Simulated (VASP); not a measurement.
## MnHg: relaxation of the atoms with PBE

MnHg:

```
Mn Hg
1.0
     3.28800    0.00000    0.00000
     0.00000    3.28800    0.00000
     0.00000    0.00000    3.31300
Mn Hg
1 1
Cartesian
  1.6435 1.5962 1.6444
  -0.0433 -0.0662 0.0656
```

| Quantity | Value |
| --- | --- |
| Program | VASP 6.6.1 |
| Task | relaxation of the atoms |
| Functional | PBE |
| Potentials or basis | VASP PAW PBE potentials, release 64 (Mn_pv, Hg) |
| Cutoff | 520 eV |
| k mesh | 7 × 7 × 7 |
| Occupations | fermi-dirac, width 0.05 eV |
| Spin | collinear spin, ferromagnetic start |
| Starting moments | [4.0, 0.0] μB |
| Dipole correction | no |
| Further INCAR settings | ALGO = Normal; EDIFF = 1e-06; IBRION = 2; EDIFFG = -0.01; NSW = 100 |

The energy gained by relaxing is 7.5 meV/atom, the ionic steps are 3 and the pressure after relaxing is 2.5 GPa. The largest force after relaxing is 0.006 eV/Å and the net moment is 3.91 μB per cell. The site moments are Mn +3.82; Hg -0.06 μB and the valence electrons inside the program's atomic spheres are Mn 11.41; Hg 10.61.

Forces in eV/Å, atoms in the order of the input:
```
Mn  -0.004 -0.001  0.005
Hg   0.004  0.001 -0.005
```

Stress tensor (GPa, compression positive):
```
2.56 0.00 0.00
0.00 2.55 0.00
0.00 0.00 2.33
```

Step by step:
| step | energy change (eV) | largest force (eV/Å) | pressure (GPa) |
| --- | --- | --- | --- |
| 1 | 0.0000 | 0.3338 | 2.78 |
| 2 | -0.0088 | 0.2129 | 2.63 |
| 3 | -0.0150 | 0.0061 | 2.48 |

Final structure:
```cif
data_structure
_symmetry_space_group_name_H-M 'P 1'
_symmetry_Int_Tables_number 1
_cell_length_a 3.2880
_cell_length_b 3.2880
_cell_length_c 3.3130
_cell_angle_alpha 90.000
_cell_angle_beta 90.000
_cell_angle_gamma 90.000
_cell_volume 35.82
loop_
_atom_site_label
_atom_site_type_symbol
_atom_site_fract_x
_atom_site_fract_y
_atom_site_fract_z
_atom_site_occupancy
Mn1 Mn 0.49348 0.48273 0.50788 1
Hg1 Hg 0.99320 0.98260 0.00826 1
```

Levels at points of the mesh, in eV from the Fermi level:
Spin up:
```
           k point  band 12  band 13  band 14  band 15  band 16  band 17
(0.00, 0.00, 0.00)    -2.04    -2.04    -2.04     4.81     5.03     5.03
```
Spin down:
```csv
k point,band 9,band 10,band 11,band 12,band 13,band 14
"(0.00, 0.00, 0.00)",-7.07,0.33,0.35,1.48,1.48,1.49
```

Run time: 34 s on 4 MPI ranks on Intel(R) Xeon(R) 6975P-C (Granite Rapids), with other jobs on the host, peak memory 0.28 GiB a rank.

Caveat: spin-orbit coupling is left out, which moves the levels of the heavy elements.
